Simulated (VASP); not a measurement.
# Hf16O31 (a cell with a defect): single point with PBE

The system is Hf16O31 (a cell with a defect).

```xyz
47
Lattice="3.5580 -3.5580 -5.1719 3.5580 -3.5580 5.1719 -7.1160 -7.1160 0.0000" Properties=species:S:1:pos:R:3 pbc="T T T"
Hf   -1.8863   -8.8768   -2.5071
Hf   -1.7722   -8.9004    2.5609
Hf   -1.7827   -5.3487   -2.5813
Hf   -1.7947   -5.3089    2.5669
Hf    1.7940   -5.3536    2.5665
Hf    1.7831   -5.3146   -2.5819
Hf    1.7724   -1.7620    2.5611
Hf    1.8860   -1.7865   -2.5088
Hf   -0.0090    0.0041   -0.0095
Hf    3.5599   -3.5906    0.0310
Hf    0.0093  -10.6678   -0.0087
Hf   -3.5588   -7.0717    0.0310
Hf    0.0047   -7.1292    0.0026
Hf   -3.5597   -3.5354   -0.0159
Hf   -0.0042   -3.5337    0.0019
Hf    3.5594   -7.1280   -0.0156
O    -3.5577   -8.8909    3.6302
O    -0.0121   -8.9112    3.6234
O     0.0027   -8.8914   -1.5525
O    -0.0003   -5.3314    3.6160
O     0.0007   -5.3298   -1.5419
O     3.5698   -5.3096   -1.5488
O     3.5544   -5.3294    3.6189
O    -1.8015  -10.5846   -1.0196
O    -5.3134   -7.1978   -1.0193
O    -1.8044   -7.1841   -1.0402
O     1.7785  -10.6794   -1.0386
O    -1.7788   -3.5587   -1.0498
O     1.7785   -7.1040   -1.0500
O     5.3369   -7.0998   -1.0383
O     1.8058   -3.4751   -1.0401
O    -1.7248  -10.6262   -3.5998
O    -1.8336  -10.7103    1.5717
O    -1.7853   -7.1214   -3.6225
O    -1.7677   -7.1188    1.5567
O     1.7099   -7.1567    1.5408
O     1.8487   -7.0646   -3.6313
O     1.7688   -3.5434    1.5567
O     1.7844   -3.5422   -3.6232
O    -0.0009  -12.4479    1.0989
O    -3.5580   -8.8891    0.9787
O    -0.0492   -8.9205    1.0413
O    -3.4406   -5.2850    1.0177
O     0.0013   -5.3312    1.0120
O     3.5580   -8.8899    1.0508
O     0.0486   -1.7425    1.0413
O     3.4404   -5.3779    1.0173
```

```json
{
  "Program": "VASP 6.6.1",
  "Task": "single point",
  "Functional": "PBE",
  "Potentials or basis": "VASP PAW PBE potentials, release 64 (Hf_pv, O)",
  "Cutoff": "520 eV",
  "k mesh": "2 × 2 × 1",
  "Occupations": "gaussian, width 0.05 eV",
  "Spin": "collinear spin, zero start",
  "Dipole correction": "no",
  "Further INCAR settings": "LREAL = Auto; ALGO = Normal; EDIFF = 1e-06; NBANDS = 206"
}
```

| Property | Result |
| --- | --- |
| Pressure | 4.5 GPa |
| Largest force | 0.161 eV/Å |
| Band gap on the k mesh | 1.72 eV |
| Net moment | 0.00 μB per cell |
| Valence electrons inside the program's atomic spheres | Hf 8.28, 8.37, 8.38, 8.36, 8.44, 8.35, 8.40 (each value once); O 5.11, 5.12, 5.13 (each value once) |

Forces on the atoms (eV/Å):
```
Hf   0.141  0.008 -0.076
Hf   0.002  0.011 -0.009
Hf   0.009  0.013 -0.013
Hf  -0.004  0.002 -0.013
Hf   0.009  0.005 -0.015
Hf  -0.003 -0.007 -0.014
Hf  -0.006 -0.019 -0.007
Hf  -0.142 -0.010 -0.050
Hf  -0.018 -0.008 -0.007
Hf  -0.019 -0.061  0.090
Hf   0.015  0.003 -0.001
Hf   0.001  0.053  0.084
Hf   0.013  0.000  0.012
Hf   0.014  0.002  0.001
Hf  -0.004  0.006  0.007
Hf  -0.006  0.006  0.001
O    0.006  0.003 -0.034
O   -0.003 -0.010 -0.046
O    0.005  0.004 -0.026
O   -0.004 -0.002 -0.028
O   -0.002 -0.004 -0.037
O   -0.001  0.011 -0.047
O   -0.001 -0.001 -0.029
O   -0.035  0.028  0.031
O    0.037 -0.014  0.031
O   -0.036 -0.033  0.018
O   -0.005 -0.003  0.047
O   -0.005  0.001  0.036
O    0.000 -0.006  0.034
O    0.003  0.003  0.042
O    0.036  0.024  0.018
O    0.002  0.001  0.033
O   -0.002  0.007  0.037
O   -0.007 -0.004  0.034
O    0.000 -0.003  0.033
O   -0.013 -0.006  0.038
O    0.006  0.000  0.038
O    0.003 -0.001  0.031
O    0.003 -0.003  0.036
O    0.004  0.003  0.016
O    0.005  0.004 -0.068
O   -0.006 -0.005 -0.042
O    0.027  0.018 -0.033
O   -0.007 -0.003 -0.035
O   -0.003 -0.002 -0.032
O    0.009  0.003 -0.047
O   -0.021 -0.015 -0.039
```

Stress tensor (GPa, compression positive):
```
4.80 0.08 0.00
0.08 5.09 0.00
0.00 0.00 3.46
```

Levels at points of the mesh, in eV from the valence-band top:
Spin up:
```
           k point  band 170  band 171  band 172  band 173  band 174  band 175  band 176  band 177
(0.00, 0.00, 0.00)     -2.82     -2.79     -2.76     -0.09      1.74      1.93      2.07      2.38
(0.50, 0.00, 0.00)     -2.93     -2.86     -2.80      0.00      1.72      2.20      2.45      2.50
(0.00, 0.50, 0.00)     -2.93     -2.86     -2.80      0.00      1.72      2.20      2.45      2.50
(0.50, 0.50, 0.00)     -2.73     -2.71     -2.67     -0.06      1.72      2.34      2.40      2.42
```
Spin down:
| k point | band 171 | band 172 | band 173 | band 174 | band 175 | band 176 |
| --- | --- | --- | --- | --- | --- | --- |
| (0.00, 0.00, 0.00) | -2.79 | -2.76 | -0.09 | 1.74 | 1.93 | 2.07 |
| (0.50, 0.00, 0.00) | -2.86 | -2.80 | 0.00 | 1.72 | 2.20 | 2.45 |
| (0.00, 0.50, 0.00) | -2.86 | -2.80 | 0.00 | 1.72 | 2.20 | 2.45 |
| (0.50, 0.50, 0.00) | -2.71 | -2.67 | -0.06 | 1.72 | 2.34 | 2.40 |

Wall time 10 min on 4 MPI ranks on Oxide Virtual Turin-like Processor (shared host), peak memory 0.34 GiB a rank.

Caveat: the k points lie up to 0.62 Å⁻¹ apart; spin-orbit coupling is left out, which moves the levels of the heavy elements.
